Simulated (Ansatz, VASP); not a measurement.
Given: the input of a run of VASP 6.6.1 on BeTe.

The input INCAR:

```
SYSTEM = BeTe
  PREC = Accurate
  ENCUT = 520
  EDIFF = 1E-7
  ISMEAR = -1
  SIGMA = 0.03
  LREAL = .FALSE.
  LASPH = .TRUE.
  NELM = 100
  ALGO = Normal
  ISIF = 2
  LWAVE = .FALSE.
  LCHARG = .TRUE.
  GGA = PE
  LELF = .TRUE.
  LVHAR = .TRUE.
  NBANDS = 11
```

Contents of KPOINTS:

```
Automatic mesh
0
G
  5 5 5
  0 0 0
```

POSCAR

```
BeTe
1.0
    1.7870000000     -4.7974500000      0.0000000000
    1.7870000000      4.7974500000      0.0000000000
    0.0000000000      0.0000000000      3.5691500000
Be Te
1 1
Direct
    0.5000000000      0.5000000000      0.5000000000
    0.0000000000      0.0000000000      0.0000000000
```

Potentials or basis: VASP PAW PBE potentials, release 64 (Be, Te).

Launch:

```sh
$ cat potpaw_PBE.64/Be/POTCAR potpaw_PBE.64/Te/POTCAR > POTCAR
$ mpirun -np 1 vasp_std > vasp.out
```

Task: Translate it to Ansatz 0.2.0. Potentials there: all-electron LAPW, scalar-relativistic.

Result: As run (the cutoff follows the program's own potentials):

input.yaml

```yaml
crystal:
  lattice:
    - [1.787, -4.79745, 0.0]
    - [1.787, 4.79745, 0.0]
    - [0.0, 0.0, 3.56915]
  atoms:
    - { symbol: Be, position: [0.5, 0.5, 0.5] }
    - { symbol: Te, position: [0.0, 0.0, 0.0] }
kpoints:
  mp_grid: { grid: [5, 5, 5] }
scf:
  occupations: { method: fermi_dirac, width: 0.03 }
hamiltonian:
  xc: pbe
  pseudopotentials: { kind: all_electron, lapw: { basis_error: 0.002 } }
output:
  forces: true
  stress: true
  eigenvalues: true
```

Potentials or basis: all-electron LAPW, scalar-relativistic.

Launch:

```bash
$ ansatz run input.yaml --threads 1 --pin off --max-ram 3072MiB --backend cpu --events-out ev --progress --plain --runs-dir out
```

Both were run:

|  | VASP | Ansatz | Ansatz less VASP |
| --- | --- | --- | --- |
| gap on the k mesh at the Fermi level (eV) | none | none | - |
| pressure (GPa) | -0.4 | -0.5 | -0.05 |
| traceless stress, the component that is largest in VASP (GPa) | 0.47 | 0.52 | +0.058 |

A gap of «none» marks a metal or a gap that the smearing closes. Ansatz ran all-electron here, and VASP with PAW potentials.

The k mesh is coarse, so the values compare programs but aren't converged. Neither program's run includes spin-orbit coupling. Noted on Ansatz's run: the k mesh is thin for a metal, which can move the energy by tens of meV per atom.
